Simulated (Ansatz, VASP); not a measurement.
InP: VASP beside Ansatz

```
In P
1.0
     3.85006    0.00000    0.00000
    -1.92503    3.33425    0.00000
     0.00000    0.00000    3.43957
In P
1 1
Direct
  0.00000 0.00000 0.00000
  0.66667 0.33333 0.50000
```

Change from the starting cell: species swapped into the WC type (P-6m2, No. 187).

Alike in both runs: functional PBE; k mesh 18 × 18 × 16; occupations gaussian, width 0.1 eV; no spin polarisation.

Ansatz relaxed the structure, and its values are those at the end. VASP's run is a single point on that final structure, the one shown.

|  | VASP | Ansatz |
| --- | --- | --- |
| version | VASP 6.6.1 | Ansatz 0.2.0 |
| potentials or method | VASP PAW PBE potentials, release 64 (In_d, P), cutoff 520 eV | scalar-relativistic, plane waves, PAW |
| valence electrons in the cell | 18 | 18 |

```tsv
	VASP	Ansatz	Ansatz less VASP
gap on the k mesh at the Fermi level (eV)	none	none	-
pressure (GPa)	0.0	0.0	+0.03
```

A gap of «none» marks a metal or a gap that the smearing closes. With one functional, cell and mesh, what is left measures potentials, basis and numerics.
